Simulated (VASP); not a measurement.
# K3I2Br (P-3m1) in VASP: a series of runs

The runs below take K3I2Br through single point, with LDA.

All numbers are computed with VASP 6.6.1; they aren't measurements. Logs are shortened: lines on timing, memory, paths and dates and some standing lists are left out, and cuts for length are marked.

### 1 The cell of the first run

It takes space group P-3m1 (No. 164, trigonal). The conventional cell has a = 4.593 Å, b = 4.593 Å, c = 12.493 Å, α = 90.00°, β = 90.00°, γ = 120.00°. Within 4.6 Å of K (site symmetry -3m) lie 6 I at 3.43 Å and 6 K at 4.59 Å. K (site symmetry 3m) has 3 Br at 3.26 Å and 3 I at 3.43 Å within 4.3 Å. Within 4.6 Å of I (site symmetry 3m) lie 6 K at 3.43 Å and 6 I at 4.59 Å. Br (site symmetry -3m) has 6 K at 3.26 Å within 4.3 Å.

### 2 Single point, LDA

INCAR reads:

```
SYSTEM = K3I2Br
PREC = Accurate ; ENCUT = 520
EDIFF = 1E-6 ; ISMEAR = 0
SIGMA = 0.05 ; LREAL = .FALSE.
LASPH = .TRUE. ; NELM = 80
ALGO = Normal ; ISIF = 2
LWAVE = .FALSE. ; LCHARG = .FALSE.
NBANDS = 33
```

KPOINTS reads:

```
Automatic mesh
0
G
  6 6 2
  0 0 0
```

POSCAR reads:

```
K3I2Br
1.0
    4.5933000000      0.0000000000      0.0000000000
   -2.2966500000      3.9779144872      0.0000000000
    0.0000000000      0.0000000000     12.4935000000
K I Br
3 2 1
Direct
    0.0000000000      0.0000000000      0.5000000000
    0.3333333333      0.6666666667      0.1514036415
    0.6666666667      0.3333333333      0.8485963585
    0.3333333333      0.6666666667      0.6744289093
    0.6666666667      0.3333333333      0.3255710907
    0.0000000000      0.0000000000      0.0000000000
```

Potentials or basis: VASP PAW LDA potentials, release 64 (K_sv, I, Br).

Run with:

```sh
$ cat potpaw_LDA.64/K_sv/POTCAR potpaw_LDA.64/I/POTCAR potpaw_LDA.64/Br/POTCAR > POTCAR
$ mpirun -np 1 vasp_std > vasp.out
```

OUTCAR:

```text
SYSTEM = K3I2Br
   PREC = Accurate
   ENCUT = 520
   EDIFF = 1E-6
   ISMEAR = 0
   LREAL = .FALSE.
   LASPH = .TRUE.
   NELM = 80
   ISIF = 2

 ion  position               nearest neighbor table
   1  0.000  0.000  0.500-   4 3.43   5 3.43   4 3.43   5 3.43   5 3.43   4 3.43
   2  0.333  0.667  0.151-   6 3.26   6 3.26   6 3.26   5 3.43   5 3.43   5 3.43
   3  0.667  0.333  0.849-   6 3.26   6 3.26   6 3.26   4 3.43   4 3.43   4 3.43
   4  0.333  0.667  0.674-   3 3.43   3 3.43   3 3.43   1 3.43   1 3.43   1 3.43
   5  0.667  0.333  0.326-   2 3.43   2 3.43   2 3.43   1 3.43   1 3.43   1 3.43
   6  0.000  0.000  0.000-   3 3.26   2 3.26   3 3.26   2 3.26   3 3.26   2 3.26

  LATTYP: Found a hexagonal cell.
 ALAT       =     4.5933000000
 C/A-ratio  =     2.7199399125

  Lattice vectors:

 A1 = (   4.5933000000,   0.0000000000,   0.0000000000)
 A2 = (  -2.2966500000,   3.9779144872,   0.0000000000)
 A3 = (   0.0000000000,   0.0000000000,  12.4935000000)

Analysis of symmetry for initial positions (statically):
=====================================================================
 Subroutine PRICEL returns:
 Original cell was already a primitive cell.

 Routine SETGRP: Setting up the symmetry group for a
 hexagonal supercell.

 Subroutine GETGRP returns: Found 12 space group operations
 (whereof 12 operations were pure point group operations)
 out of a pool of 24 trial point group operations.

The static configuration has the point symmetry D_3d.

Analysis of symmetry for dynamics (positions and initial velocities):
=====================================================================
 Subroutine PRICEL returns:
 Original cell was already a primitive cell.

 Routine SETGRP: Setting up the symmetry group for a
 hexagonal supercell.

 Subroutine GETGRP returns: Found 12 space group operations
 (whereof 12 operations were pure point group operations)
 out of a pool of 24 trial point group operations.

The dynamic configuration has the point symmetry D_3d.

 Subroutine INISYM returns: Found 12 space group operations
 (whereof 12 operations are pure point group operations),
 and found     1 'primitive' translations

----------------------------------------------------------------------------------------

                                     Primitive cell

  volume of cell :     228.2782

  direct lattice vectors                    reciprocal lattice vectors
     4.593300000  0.000000000  0.000000000     0.217708401  0.125694004  0.000000000
    -2.296650000  3.977914487  0.000000000     0.000000000  0.251388008  0.000000000
     0.000000000  0.000000000 12.493500000     0.000000000  0.000000000  0.080041622

  length of vectors
     4.593300000  4.593300000 12.493500000     0.251388008  0.251388008  0.080041622

  position of ions in fractional coordinates (direct lattice)
     0.000000000  0.000000000  0.500000000
     0.333333333  0.666666667  0.151403642
     0.666666667  0.333333333  0.848596359
     0.333333333  0.666666667  0.674428909
     0.666666667  0.333333333  0.325571091
     0.000000000  0.000000000  0.000000000

  ion indices of the primitive-cell ions
   primitive index   ion index
                 1           1
                 2           2
                 3           3
                 4           4
                 5           5
                 6           6

----------------------------------------------------------------------------------------

 KPOINTS: Automatic mesh

Automatic generation of k-mesh.
 Grid dimensions read from file:
 generate k-points for:    6    6    2

 Generating k-lattice:

  Cartesian coordinates                     Fractional coordinates (reciprocal lattice)
     0.036284734  0.020949001  0.000000000     0.166666667  0.000000000  0.000000000
     0.000000000  0.041898001  0.000000000     0.000000000  0.166666667  0.000000000
     0.000000000  0.000000000  0.040020811     0.000000000  0.000000000  0.500000000

  Length of vectors
     0.041898001  0.041898001  0.040020811

  Shift w.r.t. Gamma in fractional coordinates (k-lattice)
     0.000000000  0.000000000  0.000000000

 Subroutine IBZKPT returns following result:
 ===========================================

 Found     14 irreducible k-points:

 Following reciprocal coordinates:
            Coordinates               Weight
  0.000000  0.000000  0.000000      1.000000
  0.166667  0.000000  0.000000      6.000000
  0.333333  0.000000  0.000000      6.000000
  0.500000  0.000000  0.000000      3.000000
  0.166667  0.166667  0.000000      6.000000
  0.333333  0.166667  0.000000     12.000000
  0.333333  0.333333  0.000000      2.000000
  0.000000  0.000000  0.500000      1.000000
  0.166667  0.000000  0.500000      6.000000
  0.333333  0.000000  0.500000      6.000000
  0.500000  0.000000  0.500000      3.000000
  0.166667  0.166667  0.500000      6.000000
  0.333333  0.166667  0.500000     12.000000
  0.333333  0.333333  0.500000      2.000000
   k-points           NKPTS =     14   k-points in BZ     NKDIM =     14   number of bands    NBANDS=     33
   number of dos      NEDOS =    301   number of ions     NIONS =      6
   total plane-waves  NPLWV = 124416
   dimension x,y,z NGX =    36 NGY =   36 NGZ =   96
   dimension x,y,z NGXF=    72 NGYF=   72 NGZF=  192
   ions per type =               3   2   1
   NGX,Y,Z   is equivalent  to a cutoff of  13.03, 13.03, 12.77 a.u.
   NGXF,Y,Z  is equivalent  to a cutoff of  26.06, 26.06, 25.55 a.u.
 SYSTEM =  K3I2Br
   PREC   = accura    normal or accurate (medium, high low for compatibility)
   ISTART =      0    job   : 0-new  1-cont  2-samecut
   ICHARG =      2    charge: 1-file 2-atom 10-const
   ISPIN  =      1    spin polarized calculation?
   LNONCOLLINEAR =      F non collinear calculations
   LSORBIT =      F    spin-orbit coupling
   LASPH  =      T    aspherical Exc in radial PAW
   ENCUT  =  520.0 eV  38.22 Ry    6.18 a.u.   8.54  8.54 23.23*2*pi/ulx,y,z
   NELM   =     80;   NELMIN=  2; NELMDL= -5     # of ELM steps
   EDIFF  = 0.1E-05   stopping-criterion for ELM
   LREAL  =      F    real-space projection
   EDIFFG = 0.1E-04   stopping-criterion for IOM
   NSW    =      0    number of steps for IOM
   IBRION =     -1    ionic relax: 0-MD 1-quasi-New 2-CG
   NFREE  =      0    steps in history (QN), initial steepest desc. (CG)
   ISIF   =      2    stress and relaxation
   ISYM   =      2    0-nonsym 1-usesym 2-fastsym
   POTIM  = 0.5000    time-step for ionic-motion
   TEBEG  =    0.0;   TEEND  =   0.0 temperature during run
   PSTRESS=    0.0 pullay stress
   NELECT =      48.0000    total number of electrons
   NUPDOWN=      -1.0000    fix difference up-down
   EMIN   =  10.00;   EMAX   =-10.00  energy-range for DOS
   EFERMI =   0.00;   METHOD = LEGACY
   ISMEAR =     0;   SIGMA  =   0.05  broadening in eV -4-tet -1-fermi 0-gaus
   EFERMI_NEDOS =   21; number of points for ismear=-14 and -15
   IALGO  =     38    algorithm
   IMIX   =      4    mixing-type and parameters
     AMIX     =   0.40;   BMIX     =  1.00
     AMIX_MAG =   1.60;   BMIX_MAG =  1.00
  volume/ion in A,a.u.               =      38.05       256.75
  Fermi-wavevector in a.u.,A,eV,Ry     =   0.973495  1.839639 12.894143  0.947693
  Thomas-Fermi vector in A             =   2.103879
   LORBIT       =      0    0 simple, 1 ext, 2 COOP (PROOUT), +10 PAW based schemes
   GGA     = CA    functional components
   LHFCALC =     F    Hartree Fock is set to
   AEXX    =    0.0000 exact exchange contribution
   IVDW    =     0    specifies the selected vdW correction
   LEPSILON=     F    determine dielectric tensor
   LRPA    =     F    only Hartree local field effects (RPA)
 non-spin polarized calculation
 Gauss-broadening in eV      SIGMA  =   0.05
  energy-cutoff  :      520.00
  volume of cell :      228.28
 maximum number of plane-waves:      6221
 NGX is ok and might be reduce to    36
   NGX = 17   NGY = 17   NGZ = 47

 number of electron      48.0000002 magnetization

 Free energy of the ion-electron system (eV)
  ---------------------------------------------------
  ext. energy  EPLUGINS =         0.00000000
  ---------------------------------------------------
  free energy    TOTEN  =       -19.08588995 eV

  energy without entropy =      -19.08588995  energy(sigma->0) =      -19.08588995

 E-fermi :   0.1606     XC(G=0):  -8.0363

 val. band max:       -0.1535387012   @ k =   0.0000   0.0000   0.0000
 cond. band min:       3.2783625400   @ k =   0.0000   0.0000   0.0000
 fundamental gap:      3.4319012412
 Fermi energy:         0.1606403891

 k-point     1 :       0.0000    0.0000    0.0000
  band No.  band energies     occupation
      1     -28.3970      2.00000
      2     -28.3931      2.00000
      3     -28.3612      2.00000
      4     -13.5736      2.00000
      5     -12.3414      2.00000
      6     -12.1274      2.00000
[... 25 lines left out ...]
     32       6.3949      0.00000
     33       6.9229      0.00000

 k-point     2 :       0.1667    0.0000    0.0000
  band No.  band energies     occupation
      1     -28.3955      2.00000
      2     -28.3921      2.00000
      3     -28.3600      2.00000
      4     -13.5595      2.00000
      5     -12.3110      2.00000
      6     -12.2260      2.00000
[... 25 lines left out ...]
     32       6.6878      0.00000
     33       7.2001      0.00000
[... 394 lines left out ...]
     32       6.9699      0.00000
     33       7.6506      0.00000

 k-point    14 :       0.3333    0.3333    0.5000
  band No.  band energies     occupation
      1     -28.3894      2.00000
      2     -28.3894      2.00000
      3     -28.3558      2.00000
      4     -13.5123      2.00000
      5     -12.2769      2.00000
      6     -12.2769      2.00000
[... 25 lines left out ...]
     32       7.1134      0.00000
     33       7.1223      0.00000

------------------------ aborting loop because EDIFF is reached ----------------------------------------

  FORCE on cell =-STRESS in cart. coord.  units (eV):
  Direction    XX          YY          ZZ          XY          YZ          ZX
  --------------------------------------------------------------------------------------
  -------------------------------------------------------------------------------------
  Total       -0.1197029     -0.1197029     -1.6147126      0.0000000      0.0000000     -0.0000000
  in kB       -0.8401388     -0.8401388    -11.3329099      0.0000000      0.0000000     -0.0000000
  external PRESSURE =      -4.3377291 kB  Pullay stress =       0.0000000 kB

 VOLUME and BASIS-vectors are now :
 -----------------------------------------------------------------------------
  energy-cutoff  :      520.00
  volume of cell :      228.28
      direct lattice vectors                 reciprocal lattice vectors
     4.593300000  0.000000000  0.000000000     0.217708401  0.125694004  0.000000000
    -2.296650000  3.977914487  0.000000000     0.000000000  0.251388008  0.000000000
     0.000000000  0.000000000 12.493500000     0.000000000  0.000000000  0.080041622

 POSITION                                       TOTAL-FORCE (eV/Angst)
 -----------------------------------------------------------------------------------
      0.00000      0.00000      6.24675         0.000000      0.000000      0.000000
     -0.00000      2.65194      1.89156        -0.000000      0.000000      0.006945
      2.29665      1.32597     10.60194         0.000000      0.000000     -0.006945
     -0.00000      2.65194      8.42598        -0.000000      0.000000     -0.002080
      2.29665      1.32597      4.06752         0.000000      0.000000      0.002080
      0.00000      0.00000      0.00000         0.000000      0.000000      0.000000
 -----------------------------------------------------------------------------------
    total drift:                                0.000000     -0.000000     -0.000000

  FREE ENERGIE OF THE ION-ELECTRON SYSTEM (eV)
  ---------------------------------------------------
  free  energy   TOTEN  =       -19.0858899530 eV

  energy  without entropy=      -19.0858899530  energy(sigma->0) =      -19.08588995
```

Run time: 50 s. Hardware: 1 thread of Intel Xeon 6975P-C (Granite Rapids), shared host; peak memory 0.32 GiB.

Results:

| Item | Value |
| --- | --- |
| Free energy | -19.0859 eV |
| Pressure | -0.4 GPa |
| Largest force | 0.007 eV/Å |
| Band gap on the k mesh | 3.43 eV |

Forces in eV/Å, atoms in the order of the input:
```
K    0.000  0.000  0.000
K    0.000  0.000  0.007
K    0.000  0.000 -0.007
I    0.000  0.000 -0.002
I    0.000  0.000  0.002
Br   0.000  0.000  0.000
```

Stress tensor (GPa, compression positive):
```
-0.08  0.00  0.00
 0.00 -0.08  0.00
 0.00  0.00 -1.13
```

Levels at points of the mesh, in eV from the valence-band top:
| k point | band 20 | band 21 | band 22 | band 23 | band 24 | band 25 | band 26 | band 27 | band 28 | band 29 |
| --- | --- | --- | --- | --- | --- | --- | --- | --- | --- | --- |
| (0.00, 0.00, 0.00) | -0.58 | -0.17 | -0.17 | 0.00 | 0.00 | 3.43 | 5.11 | 5.25 | 5.69 | 6.25 |
| (0.50, 0.00, 0.00) | -1.26 | -0.88 | -0.79 | -0.44 | -0.39 | 4.40 | 5.37 | 5.39 | 5.70 | 6.39 |
| (0.00, 0.00, 0.50) | -0.90 | -0.15 | -0.15 | -0.02 | -0.02 | 4.01 | 4.31 | 5.41 | 5.56 | 6.06 |
| (0.50, 0.00, 0.50) | -1.30 | -0.85 | -0.84 | -0.44 | -0.39 | 4.78 | 4.86 | 5.20 | 5.91 | 6.22 |

Caveat: spin-orbit coupling is left out, which moves the levels of the heavy elements.

### 3 Single point, LDA

This run uses another cell than the first one, of 38.54 Å³/atom.

INCAR reads:

```
SYSTEM = K3I2Br
  ALGO = Normal
  EDIFF = 1E-7
  ENCUT = 520
  ISIF = 2
  ISMEAR = 0
  LASPH = .True.
  LCHARG = .True.
  LELF = .True.
  LREAL = .False.
  LVHAR = .True.
  LWAVE = .False.
  NBANDS = 33
  NELM = 100
  PREC = Accurate
  SIGMA = 0.05
```

KPOINTS reads:

```
k-points
0
Gamma
  6 6 2
  0 0 0
```

POSCAR reads:

```
K3I2Br
1.0
    4.7110565424      0.0000000000      0.0000000000
   -2.3555282712      4.0798946443      0.0000000000
    0.0000000000      0.0000000000     12.0308000000
K I Br
3 2 1
Direct
    0.0000000000      0.0000000000      0.5000000000
    0.3333333333      0.6666666667      0.1509313802
    0.6666666667      0.3333333333      0.8490686198
    0.3333333333      0.6666666667      0.6746698719
    0.6666666667      0.3333333333      0.3253301281
    0.0000000000      0.0000000000      0.0000000000
```

Potentials or basis: VASP PAW LDA potentials, release 64 (K_sv, I, Br).

Run with:

```sh
$ cat potpaw_LDA.64/K_sv/POTCAR potpaw_LDA.64/I/POTCAR potpaw_LDA.64/Br/POTCAR > POTCAR
$ mpirun -np 1 vasp_std > vasp.out
```

It took 53 s on 1 thread of Intel Xeon 6975P-C (Granite Rapids), shared host; peak memory 0.31 GiB.

The run converged. Its results:

```
Free energy            : -19.1182 eV
Pressure               : -0.6 GPa
Largest force          : 0.004 eV/Å
Band gap on the k mesh : 3.58 eV
```

Forces in eV/Å, atoms in the order of the input:
```
K    0.000  0.000  0.000
K    0.000  0.000  0.004
K    0.000  0.000 -0.004
I    0.000  0.000 -0.002
I    0.000  0.000  0.002
Br   0.000  0.000  0.000
```

Stress tensor (GPa, compression positive):
```
-0.45  0.00  0.00
 0.00 -0.45  0.00
 0.00  0.00 -0.80
```

Levels at points of the mesh, in eV from the valence-band top:
```
           k point  band 21  band 22  band 23  band 24  band 25  band 26  band 27  band 28
(0.00, 0.00, 0.00)    -0.20    -0.20     0.00     0.00     3.58     5.19     5.25     6.06
(0.50, 0.00, 0.00)    -0.70    -0.62    -0.39    -0.36     4.56     5.52     5.56     5.80
(0.00, 0.00, 0.50)    -0.17    -0.17    -0.02    -0.02     4.16     4.45     5.42     5.81
(0.50, 0.00, 0.50)    -0.71    -0.65    -0.39    -0.36     4.95     5.04     5.33     6.03
```

Caveat: spin-orbit coupling is left out, which moves the levels of the heavy elements.
